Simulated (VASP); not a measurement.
# In3Sb2As (Cmm2) in VASP: single point with PBE

Aim: the single point of In3Sb2As with PBE.

All numbers are computed with VASP 6.6.1; they aren't measurements. Logs are shortened: lines on timing, memory, paths and dates and some standing lists are left out, and cuts for length are marked.

**1. The cell of the first run**

Symmetry: Cmm2, No. 35, orthorhombic system. Conventional cell: a = 6.438 Å, b = 6.443 Å, c = 8.302 Å, α = 90.00°, β = 90.00°, γ = 90.00°. In (site symmetry m) has 1 As at 2.67 Å and 5 In at 2.87 to 3.57 Å and 2 Sb at 3.10 Å within 3.6 Å. Within 4.3 Å of In (site symmetry mm2) lie 2 In at 3.30 Å and 4 As at 3.37 Å and 4 Sb at 3.52 Å. Within 4.1 Å of Sb (site symmetry 2) lie 4 In at 3.10 to 3.52 Å and 4 Sb at 3.22 Å. As (site symmetry mm2) has 6 In at 2.67 to 3.37 Å within 3.5 Å.

The cell was generated, and may not be a known phase.

**2. Single point, PBE**

The input, INCAR:

```
SYSTEM = In3Sb2As
ALGO = Normal
EDIFF = 1E-6
ENCUT = 520
GGA = PE
ISIF = 2
ISMEAR = 0
LASPH = .True.
LCHARG = .False.
LREAL = .False.
LWAVE = .False.
NBANDS = 36
NELM = 60
PREC = Accurate
SIGMA = 0.1
```

The input, KPOINTS:

```
k-points
0
Gamma
  8 8 4
  0 0 0
```

The input, POSCAR:

```
In3Sb2As
1.0
    3.2191675677     -3.2216465519      0.0000000000
    3.2191675677      3.2216465519      0.0000000000
    0.0000000000      0.0000000000      8.3021806514
In Sb As
3 2 1
Direct
    0.2226552732      0.7773447268      0.4970774732
    0.7773447268      0.2226552732      0.4970774732
    0.0000000000      0.0000000000      0.8556679622
    0.0000000000      0.5000000000      0.1782446700
    0.5000000000      0.0000000000      0.1782446700
    0.5000000000      0.5000000000      0.7364343812
```

Potentials or basis: VASP PAW PBE potentials, release 64 (In_d, Sb, As).

Started as:

```bash
$ cat potpaw_PBE.64/In_d/POTCAR potpaw_PBE.64/Sb/POTCAR potpaw_PBE.64/As/POTCAR > POTCAR
$ mpirun -np 1 vasp_std > vasp.out
```

OUTCAR:

```text
SYSTEM = In3Sb2As
   EDIFF = 1E-6
   ENCUT = 520
   GGA = PE
   ISIF = 2
   ISMEAR = 0
   LASPH = .True.
   LREAL = .False.
   NELM = 60
   PREC = Accurate

 ion  position               nearest neighbor table
   1  0.223  0.777  0.497-   6 2.67   2 2.87   5 3.10   4 3.10   2 3.24   2 3.24   3 3.30   2 3.57

   2  0.777  0.223  0.497-   6 2.67   1 2.87   5 3.10   4 3.10   1 3.24   1 3.24   3 3.30   1 3.57

   3  0.000  0.000  0.856-   1 3.30   2 3.30   6 3.37   6 3.37   6 3.37   6 3.37   5 3.52   5 3.52
                             4 3.52   4 3.52
   4  0.000  0.500  0.178-   1 3.10   2 3.10   5 3.22   5 3.22   5 3.22   5 3.22   3 3.52   3 3.52

   5  0.500  0.000  0.178-   1 3.10   2 3.10   4 3.22   4 3.22   4 3.22   4 3.22   3 3.52   3 3.52

   6  0.500  0.500  0.736-   1 2.67   2 2.67   3 3.37   3 3.37   3 3.37   3 3.37

  LATTYP: Found a base centered orthorhombic cell.
 ALAT       =     6.4383351354
 B/A-ratio  =     1.0007700699
 C/A-ratio  =     1.2894918448

  Lattice vectors:

 A1 = (   3.2191675677,  -3.2216465519,   0.0000000000)
 A2 = (   3.2191675677,   3.2216465519,   0.0000000000)
 A3 = (   0.0000000000,   0.0000000000,   8.3021806514)

Analysis of symmetry for initial positions (statically):
=====================================================================
 Subroutine PRICEL returns:
 Original cell was already a primitive cell.

 Routine SETGRP: Setting up the symmetry group for a
 base centered orthorhombic supercell.

 Subroutine GETGRP returns: Found  4 space group operations
 (whereof  4 operations were pure point group operations)
 out of a pool of  8 trial point group operations.

The static configuration has the point symmetry C_2v.

Analysis of symmetry for dynamics (positions and initial velocities):
=====================================================================
 Subroutine PRICEL returns:
 Original cell was already a primitive cell.

 Routine SETGRP: Setting up the symmetry group for a
 base centered orthorhombic supercell.

 Subroutine GETGRP returns: Found  4 space group operations
 (whereof  4 operations were pure point group operations)
 out of a pool of  8 trial point group operations.

The dynamic configuration has the point symmetry C_2v.

 Subroutine INISYM returns: Found  4 space group operations
 (whereof  4 operations are pure point group operations),
 and found     1 'primitive' translations

----------------------------------------------------------------------------------------

                                     Primitive cell

  volume of cell :     172.2042

  direct lattice vectors                    reciprocal lattice vectors
     3.219167568 -3.221646552  0.000000000     0.155319656 -0.155200141  0.000000000
     3.219167568  3.221646552  0.000000000     0.155319656  0.155200141  0.000000000
     0.000000000  0.000000000  8.302180651     0.000000000  0.000000000  0.120450282

  length of vectors
     4.554343678  4.554343678  8.302180651     0.219570671  0.219570671  0.120450282

  position of ions in fractional coordinates (direct lattice)
     0.222655273  0.777344727  0.497077473
     0.777344727  0.222655273  0.497077473
     0.000000000  0.000000000  0.855667962
     0.000000000  0.500000000  0.178244670
     0.500000000  0.000000000  0.178244670
     0.500000000  0.500000000  0.736434381

  ion indices of the primitive-cell ions
   primitive index   ion index
                 1           1
                 2           2
                 3           3
                 4           4
                 5           5
                 6           6

----------------------------------------------------------------------------------------

 KPOINTS: k-points

Automatic generation of k-mesh.
 Grid dimensions read from file:
 generate k-points for:    8    8    4

 Generating k-lattice:

  Cartesian coordinates                     Fractional coordinates (reciprocal lattice)
     0.019414957 -0.019400018  0.000000000     0.125000000  0.000000000  0.000000000
     0.019414957  0.019400018  0.000000000     0.000000000  0.125000000  0.000000000
     0.000000000  0.000000000  0.030112570     0.000000000  0.000000000  0.250000000

  Length of vectors
     0.027446334  0.027446334  0.030112570

  Shift w.r.t. Gamma in fractional coordinates (k-lattice)
     0.000000000  0.000000000  0.000000000

 Subroutine IBZKPT returns following result:
 ===========================================

 Found     63 irreducible k-points:

 Following reciprocal coordinates:
            Coordinates               Weight
  0.000000  0.000000  0.000000      1.000000
  0.125000  0.000000  0.000000      4.000000
  0.250000  0.000000  0.000000      4.000000
  0.375000  0.000000  0.000000      4.000000
  0.500000  0.000000  0.000000      2.000000
  0.125000  0.125000  0.000000      2.000000
[... 16 lines left out ...]
  0.125000  0.000000  0.250000      8.000000
  0.250000  0.000000  0.250000      8.000000
 [... further k-points ...]
   k-points           NKPTS =     63   k-points in BZ     NKDIM =     63   number of bands    NBANDS=     36
   number of dos      NEDOS =    301   number of ions     NIONS =      6
   total plane-waves  NPLWV =  82944
   dimension x,y,z NGX =    36 NGY =   36 NGZ =   64
   dimension x,y,z NGXF=    72 NGYF=   72 NGZF=  128
   ions per type =               3   2   1
   NGX,Y,Z   is equivalent  to a cutoff of  13.14, 13.14, 12.82 a.u.
   NGXF,Y,Z  is equivalent  to a cutoff of  26.28, 26.28, 25.63 a.u.
 SYSTEM =  In3Sb2As
   PREC   = accura    normal or accurate (medium, high low for compatibility)
   ISTART =      0    job   : 0-new  1-cont  2-samecut
   ICHARG =      2    charge: 1-file 2-atom 10-const
   ISPIN  =      1    spin polarized calculation?
   LNONCOLLINEAR =      F non collinear calculations
   LSORBIT =      F    spin-orbit coupling
   LASPH  =      T    aspherical Exc in radial PAW
   ENCUT  =  520.0 eV  38.22 Ry    6.18 a.u.   8.47  8.47 15.44*2*pi/ulx,y,z
   NELM   =     60;   NELMIN=  2; NELMDL= -5     # of ELM steps
   EDIFF  = 0.1E-05   stopping-criterion for ELM
   LREAL  =      F    real-space projection
   EDIFFG = 0.1E-04   stopping-criterion for IOM
   NSW    =      0    number of steps for IOM
   IBRION =     -1    ionic relax: 0-MD 1-quasi-New 2-CG
   NFREE  =      0    steps in history (QN), initial steepest desc. (CG)
   ISIF   =      2    stress and relaxation
   ISYM   =      2    0-nonsym 1-usesym 2-fastsym
   POTIM  = 0.5000    time-step for ionic-motion
   TEBEG  =    0.0;   TEEND  =   0.0 temperature during run
   PSTRESS=    0.0 pullay stress
   NELECT =      54.0000    total number of electrons
   NUPDOWN=      -1.0000    fix difference up-down
   EMIN   =  10.00;   EMAX   =-10.00  energy-range for DOS
   EFERMI =   0.00;   METHOD = LEGACY
   ISMEAR =     0;   SIGMA  =   0.10  broadening in eV -4-tet -1-fermi 0-gaus
   EFERMI_NEDOS =   21; number of points for ismear=-14 and -15
   IALGO  =     38    algorithm
   IMIX   =      4    mixing-type and parameters
     AMIX     =   0.40;   BMIX     =  1.00
     AMIX_MAG =   1.60;   BMIX_MAG =  1.00
  volume/ion in A,a.u.               =      28.70       193.68
  Fermi-wavevector in a.u.,A,eV,Ry     =   1.112222  2.101795 16.830925  1.237038
  Thomas-Fermi vector in A             =   2.248794
   LORBIT       =      0    0 simple, 1 ext, 2 COOP (PROOUT), +10 PAW based schemes
   GGA     = PE    functional components
   LHFCALC =     F    Hartree Fock is set to
   AEXX    =    0.0000 exact exchange contribution
   IVDW    =     0    specifies the selected vdW correction
   LEPSILON=     F    determine dielectric tensor
   LRPA    =     F    only Hartree local field effects (RPA)
 non-spin polarized calculation
 Gauss-broadening in eV      SIGMA  =   0.10
  energy-cutoff  :      520.00
  volume of cell :      172.20
 maximum number of plane-waves:      4660
 NGX is ok and might be reduce to    36
   NGX = 17   NGY = 17   NGZ = 31

 number of electron      54.0000022 magnetization

 Free energy of the ion-electron system (eV)
  ---------------------------------------------------
  ext. energy  EPLUGINS =         0.00000000
  ---------------------------------------------------
  free energy    TOTEN  =       -20.07309212 eV

  energy without entropy =      -20.06262703  energy(sigma->0) =      -20.06785958

 E-fermi :   6.0735     XC(G=0):  -9.6011

 val. band max:        6.0658581630   @ k =   0.3750   0.0000   0.5000
 cond. band min:       6.1135833147   @ k =   0.3750   0.0000   0.0000
 fundamental gap:      0.0477251518
 Fermi energy:         6.0735232583

 k-point     1 :       0.0000    0.0000    0.0000
  band No.  band energies     occupation
      1      -8.8335      2.00000
      2      -8.6358      2.00000
      3      -8.6283      2.00000
      4      -8.6242      2.00000
      5      -8.5408      2.00000
      6      -8.4010      2.00000
[... 28 lines left out ...]
     35      10.8544      0.00000
     36      11.3141      0.00000

 k-point     2 :       0.1250    0.0000    0.0000
  band No.  band energies     occupation
      1      -8.8164      2.00000
      2      -8.6287      2.00000
      3      -8.6177      2.00000
      4      -8.6126      2.00000
      5      -8.5369      2.00000
      6      -8.4074      2.00000
[... 28 lines left out ...]
     35      10.3476      0.00000
     36      10.8868      0.00000

 k-point     3 :       0.2500    0.0000    0.0000
  band No.  band energies     occupation
      1      -8.7684      2.00000
      2      -8.6077      2.00000
      3      -8.5985      2.00000
      4      -8.5743      2.00000
      5      -8.5252      2.00000
      6      -8.4279      2.00000
[... 28 lines left out ...]
     35      10.0847      0.00000
     36      10.8689      0.00000

 k-point     4 :       0.3750    0.0000    0.0000
  band No.  band energies     occupation
      1      -8.7027      2.00000
      2      -8.5821      2.00000
      3      -8.5726      2.00000
      4      -8.5323      2.00000
      5      -8.5051      2.00000
      6      -8.4661      2.00000
[... 28 lines left out ...]
     35       9.9408      0.00000
     36      10.5586      0.00000

 k-point     5 :       0.5000    0.0000    0.0000
  band No.  band energies     occupation
      1      -8.6628      2.00000
      2      -8.5644      2.00000
      3      -8.5582      2.00000
      4      -8.5218      2.00000
      5      -8.4971      2.00000
      6      -8.4826      2.00000
[... 655 lines left out ...]
 k-point    22 :       0.0000    0.0000    0.2500
  band No.  band energies     occupation
      1      -8.8336      2.00000
      2      -8.6359      2.00000
      3      -8.6272      2.00000
      4      -8.6243      2.00000
      5      -8.5410      2.00000
      6      -8.4026      2.00000
[... 28 lines left out ...]
     35      10.3183      0.00000
     36      11.1407      0.00000

 k-point    23 :       0.1250    0.0000    0.2500
  band No.  band energies     occupation
      1      -8.8165      2.00000
      2      -8.6284      2.00000
      3      -8.6176      2.00000
      4      -8.6120      2.00000
      5      -8.5370      2.00000
      6      -8.4090      2.00000
[... 28 lines left out ...]
     35      10.0563      0.00000
     36      10.8520      0.00000

 k-point    24 :       0.2500    0.0000    0.2500
  band No.  band energies     occupation
      1      -8.7685      2.00000
      2      -8.6077      2.00000
      3      -8.5982      2.00000
      4      -8.5740      2.00000
      5      -8.5252      2.00000
      6      -8.4294      2.00000
[... 28 lines left out ...]
     35       9.9795      0.00000
     36      10.6873      0.00000

 [... further k-points ...]

------------------------ aborting loop because EDIFF is reached ----------------------------------------

  FORCE on cell =-STRESS in cart. coord.  units (eV):
  Direction    XX          YY          ZZ          XY          YZ          ZX
  --------------------------------------------------------------------------------------
  -------------------------------------------------------------------------------------
  Total       -0.0058694     -0.0085644      0.0174027      0.0000000      0.0000000      0.0000000
  in kB       -0.0546084     -0.0796827      0.1619136      0.0000000      0.0000000      0.0000000
  external PRESSURE =       0.0092075 kB  Pullay stress =       0.0000000 kB

 VOLUME and BASIS-vectors are now :
 -----------------------------------------------------------------------------
  energy-cutoff  :      520.00
  volume of cell :      172.20
      direct lattice vectors                 reciprocal lattice vectors
     3.219167568 -3.221646552  0.000000000     0.155319656 -0.155200141  0.000000000
     3.219167568  3.221646552  0.000000000     0.155319656  0.155200141  0.000000000
     0.000000000  0.000000000  8.302180651     0.000000000  0.000000000  0.120450282

 POSITION                                       TOTAL-FORCE (eV/Angst)
 -----------------------------------------------------------------------------------
      3.21917      1.78701      4.12683        -0.000000      0.001851      0.004266
      3.21917     -1.78701      4.12683        -0.000000     -0.001851      0.004266
      0.00000      0.00000      7.10391        -0.000000      0.000000      0.002220
      1.60958      1.61082      1.47982         0.000000      0.000000     -0.010229
      1.60958     -1.61082      1.47982        -0.000000      0.000000     -0.010229
      3.21917      0.00000      6.11401         0.000000      0.000000      0.009705
 -----------------------------------------------------------------------------------
    total drift:                                0.000000     -0.000000     -0.000350

  FREE ENERGIE OF THE ION-ELECTRON SYSTEM (eV)
  ---------------------------------------------------
  free  energy   TOTEN  =       -20.0730921226 eV

  energy  without entropy=      -20.0626270303  energy(sigma->0) =      -20.06785958
```

Run time: 3.1 min. Hardware: 1 thread of Intel Xeon 6975P-C (Granite Rapids), shared host; peak memory 0.5 GiB.

Results:

```
Free energy            : -20.0731 eV
Pressure               : 0.0 GPa
Largest force          : 0.010 eV/Å
Band gap on the k mesh : zero (bands 27 and 28 overlap by 0.48 eV)
```

Forces in eV/Å, atoms in the order of the input:
```
In   0.000  0.002  0.004
In   0.000 -0.002  0.004
In   0.000  0.000  0.002
Sb   0.000  0.000 -0.010
Sb   0.000  0.000 -0.010
As   0.000  0.000  0.010
```

Caveat: semilocal functionals underestimate gaps, and a narrow one can read as zero; spin-orbit coupling is left out, which moves the levels of the heavy elements.

The gap in the log of VASP goes by the Fermi energy; the results here count the filled bands.